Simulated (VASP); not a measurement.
Si2W, 6 atoms in the cell. The structure is orthorhombic, space group Immm (No. 71). Conventional cell: a = 3.194 Å, b = 3.374 Å, c = 7.824 Å, α = 90.00°, β = 90.00°, γ = 90.00°. Si (site symmetry mm2) has 9 Si at 2.58 to 3.37 Å and 5 W at 2.62 to 2.66 Å within 3.4 Å. Within 3.5 Å of W (site symmetry mmm) lie 10 Si at 2.62 to 2.66 Å and 4 W at 3.19 to 3.37 Å.  This cell differs from its parent crystal: uniaxial strain along a: +4.5 %, then relaxed in part.

| Item | Value |
| --- | --- |
| Program | VASP 6.6.1 |
| Task | single point |
| Functional | PBE |
| Potentials or basis | VASP PAW PBE potentials, release 64 (Si, W_sv) |
| Cutoff | 520 eV |
| k mesh | 12 × 12 × 6 |
| Occupations | gaussian, width 0.1 eV |
| Spin | no spin polarisation |
| Dipole correction | no |
| Further INCAR settings | ALGO = Normal; EDIFF = 1e-06; NBANDS = 31 |

Potentials or basis: VASP PAW PBE potentials, release 64 (Si, W_sv).

Launch:

```sh
$ cat potpaw_PBE.64/Si/POTCAR potpaw_PBE.64/W_sv/POTCAR > POTCAR
$ mpirun -np 1 vasp_std > vasp.out
```

Hardware: 1 thread of Intel(R) Xeon(R) 6975P-C (Granite Rapids) (shared host).

Q: Estimate the wall time of this run.

A: It took 2.8 min on 1 thread of Intel(R) Xeon(R) 6975P-C (Granite Rapids) (shared host), peak memory 0.49 GiB. Counts: scf iterations 12, k points 196.
